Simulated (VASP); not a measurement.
Set up this calculation in VASP 6.6.1, as the native input.

```yaml
Task: single point
Functional: PBE
Potentials_or_basis: VASP PAW PBE potentials, release 64 (Ho_3, Au, F), 4f in core
Cutoff: 600 eV
k_mesh: 4 × 4 × 4
Occupations: gaussian, width 0.15 eV
Spin: no spin polarisation
Dipole_correction: no
Further_INCAR_settings: ALGO = Normal; EDIFF = 1e-06; NBANDS = 33
```

The structure of HoAuF4 lies in POSCAR:

```
HoAuF4
1.0
   -2.1104897467      2.1104897467      5.8640594259
    2.1104897467     -2.1104897467      5.8640594259
    2.1104897467      2.1104897467     -5.8640594259
Ho Au F
1 1 4
Direct
    0.5000000000      0.5000000000      0.0000000000
    0.0000000000      0.0000000000      0.0000000000
    0.8932858074      0.3932858074      0.5000000000
    0.3932858074      0.8932858074      0.5000000000
    0.1067141926      0.6067141926      0.5000000000
    0.6067141926      0.1067141926      0.5000000000
```

The cell was generated, and may not be a known phase.

These files were run (other wordings do the same):

INCAR

```
SYSTEM = HoAuF4
  ALGO = Normal
  EDIFF = 1E-6
  ENCUT = 600
  GGA = PE
  GGA_COMPAT = .FALSE.
  ISIF = 2
  ISMEAR = 0
  LASPH = .TRUE.
  LCHARG = .FALSE.
  LMAXMIX = 6
  LREAL = .FALSE.
  LWAVE = .FALSE.
  NBANDS = 33
  NELM = 200
  PREC = Accurate
  SIGMA = 0.15
```

KPOINTS

```
k-points
0
G
  4 4 4
  0 0 0
```

Potentials or basis: VASP PAW PBE potentials, release 64 (Ho_3, Au, F), 4f in core.

Command:

```bash
$ cat potpaw_PBE.64/Ho_3/POTCAR potpaw_PBE.64/Au/POTCAR potpaw_PBE.64/F/POTCAR > POTCAR
$ mpirun -np 1 vasp_std > vasp.out
```

Results of the run:

```yaml
Pressure: -0.1 GPa
Largest_force: 0.012 eV/Å
Band_gap_on_the_k_mesh: 0.91 eV (least direct gap 0.91 eV)
```

Caveat: spin-orbit coupling is left out, which moves the levels of the heavy elements; the 4f electrons are frozen in the core, so they carry no moment and show no levels.

Run time: 110 s on 1 thread of Intel(R) Xeon(R) Platinum 8559C (Emerald Rapids), on a shared host, peak memory 0.4 GiB.
